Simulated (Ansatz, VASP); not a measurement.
## SbTe2O in VASP and in Ansatz

```
CELL_PARAMETERS angstrom
5.59472 0.00000 0.00000
-2.79736 4.84517 0.00000
0.00000 0.00000 4.04249
ATOMIC_POSITIONS crystal
Sb 0.00000 0.00000 0.00000
Te 0.33333 0.66667 0.00000
Te 0.66667 0.33333 0.00000
O 0.00000 0.00000 0.50000
```

Alike in both runs: functional PBE; k mesh 12 × 12 × 12; occupations gaussian, width 0.1 eV; no spin polarisation.

Ansatz relaxed the structure, and its values are those at the end. VASP's run is a single point on that final structure, the one shown.

|  | VASP | Ansatz |
| --- | --- | --- |
| version | VASP 6.6.1 | Ansatz 0.2.0 |
| potentials or method | VASP PAW PBE potentials, release 64 (Sb, Te, O), cutoff 520 eV | scalar-relativistic, plane waves, PAW |
| valence electrons in the cell | 23 | 53 |

```csv
,VASP,Ansatz,Ansatz less VASP
gap on the k mesh at the Fermi level (eV),none,none,-
pressure (GPa),-0.1,0.0,+0.06
```

A gap of «none» marks a metal or a gap that the smearing closes. With one functional, cell and mesh, what is left measures potentials, basis and numerics. VASP's potentials hold 23 valence electrons a cell and Ansatz's 53, so a difference there can come from the potentials and not from the codes.

Spin-orbit coupling is off throughout.
